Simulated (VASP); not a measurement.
# Lu (Im-3m) in VASP: a series of runs

Runs on Lu. Level: LDA. Tasks: single point, relaxation of cell and atoms.

All numbers are computed with VASP 6.6.1; they aren't measurements. Logs are shortened: lines on timing, memory, paths and dates and some standing lists are left out, and cuts for length are marked.

**1. The cell of the first run**

The structure is cubic, space group Im-3m (No. 229). The conventional cell has a = 2.745 Å, b = 2.745 Å, c = 2.745 Å, α = 90.00°, β = 90.00°, γ = 90.00°. Lu (site symmetry m-3m) has 14 Lu at 2.38 to 2.74 Å within 3.1 Å.

**2. Single point, LDA**

Input file INCAR:

```
ALGO = Normal
EDIFF = 1E-7
ENCUT = 520
GGA = CA
ISIF = 2
ISMEAR = -1
LASPH = T
LCHARG = T
LELF = T
LREAL = F
LVHAR = T
LWAVE = F
NBANDS = 18
NELM = 60
PREC = Accurate
SIGMA = 0.08
```

Input file KPOINTS:

```
k-points
0
Gamma
  19 19 19
```

Input file POSCAR:

```
Lu
1.0
   -1.3724172641      1.3724172641      1.3724172641
    1.3724172641     -1.3724172641      1.3724172641
    1.3724172641      1.3724172641     -1.3724172641
Lu
1
Direct
    0.0000000000      0.0000000000      0.0000000000
```

Potentials or basis: VASP PAW PBE potentials, release 64 (Lu).

Started as:

```console
> cat potpaw_PBE.64/Lu/POTCAR > POTCAR
> mpirun -np 1 vasp_std > vasp.out
```

OUTCAR:

```text
EDIFF = 1E-7
   ENCUT = 520
   GGA = CA
   ISIF = 2
   ISMEAR = -1
   LASPH = T
   LREAL = F
   NELM = 60
   PREC = Accurate

 ion  position               nearest neighbor table
   1  0.000  0.000  0.000-

  LATTYP: Found a body centered cubic cell.
 ALAT       =     2.7448345282

  Lattice vectors:

 A1 = (  -1.3724172641,   1.3724172641,   1.3724172641)
 A2 = (   1.3724172641,  -1.3724172641,   1.3724172641)
 A3 = (   1.3724172641,   1.3724172641,  -1.3724172641)

Analysis of symmetry for initial positions (statically):
=====================================================================
 Subroutine PRICEL returns:
 Original cell was already a primitive cell.

 Routine SETGRP: Setting up the symmetry group for a
 body centered cubic supercell.

 Subroutine GETGRP returns: Found 48 space group operations
 (whereof 48 operations were pure point group operations)
 out of a pool of 48 trial point group operations.

The static configuration has the point symmetry O_h .

Analysis of symmetry for dynamics (positions and initial velocities):
=====================================================================
 Subroutine PRICEL returns:
 Original cell was already a primitive cell.

 Routine SETGRP: Setting up the symmetry group for a
 body centered cubic supercell.

 Subroutine GETGRP returns: Found 48 space group operations
 (whereof 48 operations were pure point group operations)
 out of a pool of 48 trial point group operations.

The dynamic configuration has the point symmetry O_h .

 Subroutine INISYM returns: Found 48 space group operations
 (whereof 48 operations are pure point group operations),
 and found     1 'primitive' translations

----------------------------------------------------------------------------------------

                                     Primitive cell

  volume of cell :      10.3400

  direct lattice vectors                    reciprocal lattice vectors
    -1.372417264  1.372417264  1.372417264     0.000000000  0.364320687  0.364320687
     1.372417264 -1.372417264  1.372417264     0.364320687  0.000000000  0.364320687
     1.372417264  1.372417264 -1.372417264     0.364320687  0.364320687  0.000000000

  length of vectors
     2.377096431  2.377096431  2.377096431     0.515227256  0.515227256  0.515227256

  position of ions in fractional coordinates (direct lattice)
     0.000000000  0.000000000  0.000000000

  ion indices of the primitive-cell ions
   primitive index   ion index
                 1           1

----------------------------------------------------------------------------------------

 KPOINTS: k-points

Automatic generation of k-mesh.
 Grid dimensions read from file:
 generate k-points for:   19   19   19

 Generating k-lattice:

  Cartesian coordinates                     Fractional coordinates (reciprocal lattice)
     0.000000000  0.019174773  0.019174773     0.052631579  0.000000000  0.000000000
     0.019174773  0.000000000  0.019174773     0.000000000  0.052631579  0.000000000
     0.019174773  0.019174773  0.000000000     0.000000000  0.000000000  0.052631579

  Length of vectors
     0.027117224  0.027117224  0.027117224

  Shift w.r.t. Gamma in fractional coordinates (k-lattice)
     0.000000000  0.000000000  0.000000000

 Subroutine IBZKPT returns following result:
 ===========================================

 Found    220 irreducible k-points:

 Following reciprocal coordinates:
            Coordinates               Weight
  0.000000  0.000000  0.000000      1.000000
  0.052632  0.000000  0.000000     12.000000
  0.105263  0.000000  0.000000     12.000000
  0.157895  0.000000  0.000000     12.000000
  0.210526  0.000000  0.000000     12.000000
  0.263158  0.000000  0.000000     12.000000
[... 16 lines left out ...]
  0.263158  0.105263  0.000000     48.000000
  0.315789  0.105263 -0.000000     48.000000
 [... further k-points ...]
   k-points           NKPTS =    220   k-points in BZ     NKDIM =    220   number of bands    NBANDS=     18
   number of dos      NEDOS =    301   number of ions     NIONS =      1
   total plane-waves  NPLWV =   5832
   dimension x,y,z NGX =    18 NGY =   18 NGZ =   18
   dimension x,y,z NGXF=    36 NGYF=   36 NGZF=   36
   ions per type =               1
   NGX,Y,Z   is equivalent  to a cutoff of  12.59, 12.59, 12.59 a.u.
   NGXF,Y,Z  is equivalent  to a cutoff of  25.18, 25.18, 25.18 a.u.
 SYSTEM =  unknown system
   PREC   = accura    normal or accurate (medium, high low for compatibility)
   ISTART =      0    job   : 0-new  1-cont  2-samecut
   ICHARG =      2    charge: 1-file 2-atom 10-const
   ISPIN  =      1    spin polarized calculation?
   LNONCOLLINEAR =      F non collinear calculations
   LSORBIT =      F    spin-orbit coupling
   LASPH  =      T    aspherical Exc in radial PAW
   ENCUT  =  520.0 eV  38.22 Ry    6.18 a.u.   4.42  4.42  4.42*2*pi/ulx,y,z
   NELM   =     60;   NELMIN=  2; NELMDL= -5     # of ELM steps
   EDIFF  = 0.1E-06   stopping-criterion for ELM
   LREAL  =      F    real-space projection
   EDIFFG = 0.1E-05   stopping-criterion for IOM
   NSW    =      0    number of steps for IOM
   IBRION =     -1    ionic relax: 0-MD 1-quasi-New 2-CG
   NFREE  =      0    steps in history (QN), initial steepest desc. (CG)
   ISIF   =      2    stress and relaxation
   ISYM   =      2    0-nonsym 1-usesym 2-fastsym
   POTIM  = 0.5000    time-step for ionic-motion
   TEBEG  =    0.0;   TEEND  =   0.0 temperature during run
   PSTRESS=    0.0 pullay stress
   NELECT =      25.0000    total number of electrons
   NUPDOWN=      -1.0000    fix difference up-down
   EMIN   =  10.00;   EMAX   =-10.00  energy-range for DOS
   EFERMI =   0.00;   METHOD = LEGACY
   ISMEAR =    -1;   SIGMA  =   0.08  broadening in eV -4-tet -1-fermi 0-gaus
   EFERMI_NEDOS =   21; number of points for ismear=-14 and -15
   IALGO  =     38    algorithm
   IMIX   =      4    mixing-type and parameters
     AMIX     =   0.40;   BMIX     =  1.00
     AMIX_MAG =   1.60;   BMIX_MAG =  1.00
  volume/ion in A,a.u.               =      10.34        69.78
  Fermi-wavevector in a.u.,A,eV,Ry     =   2.197263  4.152225 65.688434  4.827964
  Thomas-Fermi vector in A             =   3.160785
   LORBIT       =      0    0 simple, 1 ext, 2 COOP (PROOUT), +10 PAW based schemes
   GGA     = CA    functional components
   LHFCALC =     F    Hartree Fock is set to
   AEXX    =    0.0000 exact exchange contribution
   IVDW    =     0    specifies the selected vdW correction
   LEPSILON=     F    determine dielectric tensor
   LRPA    =     F    only Hartree local field effects (RPA)
 non-spin polarized calculation
  energy-cutoff  :      520.00
  volume of cell :       10.34
 maximum number of plane-waves:       321
 NGX is ok and might be reduce to    18
   NGX =  9   NGY =  9   NGZ =  9

 number of electron      24.9999996 magnetization

 Free energy of the ion-electron system (eV)
  ---------------------------------------------------
  ext. energy  EPLUGINS =         0.00000000
  ---------------------------------------------------
  free energy    TOTEN  =         0.83944888 eV

  energy without entropy =        0.86138414  energy(sigma->0) =        0.85041651

 E-fermi :   6.9920     XC(G=0): -17.5925

 val. band max:        6.9754168720   @ k =   0.2632   0.1579   0.1579
 cond. band min:       6.9923009873   @ k =  -0.4211   0.4737   0.1053
 fundamental gap:      0.0168841154
 Fermi energy:         6.9920221765

 k-point     1 :       0.0000    0.0000    0.0000
  band No.  band energies     occupation
      1     -50.1320      2.00000
      2     -16.2041      2.00000
      3     -16.2041      2.00000
      4     -16.2041      2.00000
      5       1.2357      2.00000
      6       1.2357      2.00000
[... 10 lines left out ...]
     17      15.4591      0.00000
     18      26.3421      0.00000

 k-point     2 :       0.0526    0.0000    0.0000
  band No.  band energies     occupation
      1     -50.0889      2.00000
      2     -16.5078      2.00000
      3     -16.2825      2.00000
      4     -16.2118      2.00000
      5       1.2332      2.00000
      6       1.2416      2.00000
[... 10 lines left out ...]
     17      15.4519      0.00000
     18      26.6322      0.00000

 k-point     3 :       0.1053    0.0000    0.0000
  band No.  band energies     occupation
      1     -49.9630      2.00000
      2     -17.3324      2.00000
      3     -16.5046      2.00000
      4     -16.2346      2.00000
      5       1.2267      2.00000
      6       1.2582      2.00000
[... 10 lines left out ...]
     17      15.4539      0.00000
     18      27.4468      0.00000

 k-point     4 :       0.1579    0.0000    0.0000
  band No.  band energies     occupation
      1     -49.7642      2.00000
      2     -18.4865      2.00000
      3     -16.8341      2.00000
      4     -16.2704      2.00000
      5       1.2180      2.00000
      6       1.2832      2.00000
[... 10 lines left out ...]
     17      15.5202      0.00000
     18      28.6194      0.00000

 k-point     5 :       0.2105    0.0000    0.0000
  band No.  band energies     occupation
      1     -49.5089      2.00000
      2     -19.7784      2.00000
      3     -17.2236      2.00000
      4     -16.3162      2.00000
      5       1.2101      2.00000
      6       1.3121      2.00000
[... 10 lines left out ...]
     17      15.7073      0.00000
     18      29.7373      0.00000

 k-point     6 :       0.2632    0.0000    0.0000
  band No.  band energies     occupation
      1     -49.2204      2.00000
      2     -21.0580      2.00000
      3     -17.6244      2.00000
      4     -16.3673      2.00000
      5       1.2074      2.00000
      6       1.3392      2.00000
[... 307 lines left out ...]
 k-point    21 :       0.1579    0.1053   -0.0000
  band No.  band energies     occupation
      1     -49.4062      2.00000
      2     -20.1118      2.00000
      3     -17.3327      2.00000
      4     -16.6075      2.00000
      5       1.2523      2.00000
      6       1.3634      2.00000
[... 10 lines left out ...]
     17      16.8267      0.00000
     18      29.6004      0.00000

 k-point    22 :       0.2105    0.1053   -0.0000
  band No.  band energies     occupation
      1     -49.1299      2.00000
      2     -21.2118      2.00000
      3     -17.8203      2.00000
      4     -16.6888      2.00000
      5       1.2841      2.00000
      6       1.3949      2.00000
[... 10 lines left out ...]
     17      18.2227      0.00000
     18      30.1933      0.00000

 k-point    23 :       0.2632    0.1053    0.0000
  band No.  band energies     occupation
      1     -48.8503      2.00000
      2     -22.2205      2.00000
      3     -18.2800      2.00000
      4     -16.7598      2.00000
      5       1.3288      2.00000
      6       1.4166      2.00000
[... 10 lines left out ...]
     17      20.7095      0.00000
     18      29.0043      0.00000

 k-point    24 :       0.3158    0.1053   -0.0000
  band No.  band energies     occupation
      1     -48.5993      2.00000
      2     -23.0568      2.00000
      3     -18.6600      2.00000
      4     -16.8193      2.00000
      5       1.3776      2.00000
      6       1.4374      2.00000
[... 10 lines left out ...]
     17      23.0995      0.00000
     18      27.7205      0.00000

 [... further k-points ...]

------------------------ aborting loop because EDIFF is reached ----------------------------------------

  FORCE on cell =-STRESS in cart. coord.  units (eV):
  Direction    XX          YY          ZZ          XY          YZ          ZX
  --------------------------------------------------------------------------------------
  -------------------------------------------------------------------------------------
  Total       16.9326409     16.9326409     16.9326409      0.0000000      0.0000000      0.0000000
  in kB     2623.7156787   2623.7156787   2623.7156787      0.0000000      0.0000000      0.0000000
  external PRESSURE =    2623.7156787 kB  Pullay stress =       0.0000000 kB

 VOLUME and BASIS-vectors are now :
 -----------------------------------------------------------------------------
  energy-cutoff  :      520.00
  volume of cell :       10.34
      direct lattice vectors                 reciprocal lattice vectors
    -1.372417264  1.372417264  1.372417264     0.000000000  0.364320687  0.364320687
     1.372417264 -1.372417264  1.372417264     0.364320687  0.000000000  0.364320687
     1.372417264  1.372417264 -1.372417264     0.364320687  0.364320687  0.000000000

 POSITION                                       TOTAL-FORCE (eV/Angst)
 -----------------------------------------------------------------------------------
      0.00000      0.00000      0.00000        -0.000000     -0.000000      0.000000
 -----------------------------------------------------------------------------------
    total drift:                                0.000000      0.000000      0.000000

  FREE ENERGIE OF THE ION-ELECTRON SYSTEM (eV)
  ---------------------------------------------------
  free  energy   TOTEN  =         0.8394488823 eV

  energy  without entropy=        0.8613841387  energy(sigma->0) =        0.85041651
```

It took 31 s on 1 thread of Intel Xeon Platinum 8488C (Sapphire Rapids), shared host; peak memory 0.16 GiB.

Results:

| Item | Value |
| --- | --- |
| Free energy | 0.8394 eV |
| Pressure | 262.4 GPa |

Caveat: the PAW data sets were made with another functional, which shifts forces and pressure a little; spin-orbit coupling is left out, which moves the levels of the heavy elements.

**3. Single point, LDA**

Input file INCAR:

```
PREC = Accurate
ENCUT = 520
EDIFF = 1E-6
ISMEAR = -1
SIGMA = 0.08
LREAL = False
LASPH = True
NELM = 80
ALGO = Normal
ISIF = 2
LWAVE = False
LCHARG = True
GGA = CA
LELF = True
LVHAR = True
NBANDS = 18
```

Input file KPOINTS:

```
regular mesh
0
Gamma
  19 19 19
```

Input file POSCAR:

```
Lu
1.0
   -1.3727762393      1.3727762393      1.3727762393
    1.3727762393     -1.3727762393      1.3727762393
    1.3727762393      1.3727762393     -1.3727762393
Lu
1
Direct
    0.0000000000      0.0000000000      0.0000000000
```

Potentials or basis: VASP PAW PBE potentials, release 64 (Lu).

Started as:

```console
> cat potpaw_PBE.64/Lu/POTCAR > POTCAR
> mpirun -np 1 vasp_std > vasp.out
```

Wall time 31 s (1 thread of Intel Xeon Platinum 8488C (Sapphire Rapids), shared host); peak memory 0.16 GiB.

The run converged. Its results:

| Property | Result |
| --- | --- |
| Free energy | 0.8262 eV |
| Pressure | 261.4 GPa |

Levels at points of the mesh, in eV from the Fermi level:
| k point | band 11 | band 12 | band 13 | band 14 | band 15 | band 16 |
| --- | --- | --- | --- | --- | --- | --- |
| (0.00, 0.00, 0.00) | -4.74 | -4.48 | 2.79 | 2.79 | 2.79 | 8.46 |

Caveat: the PAW data sets were made with another functional, which shifts forces and pressure a little; spin-orbit coupling is left out, which moves the levels of the heavy elements.

(Part 1 of 2 ends here.)
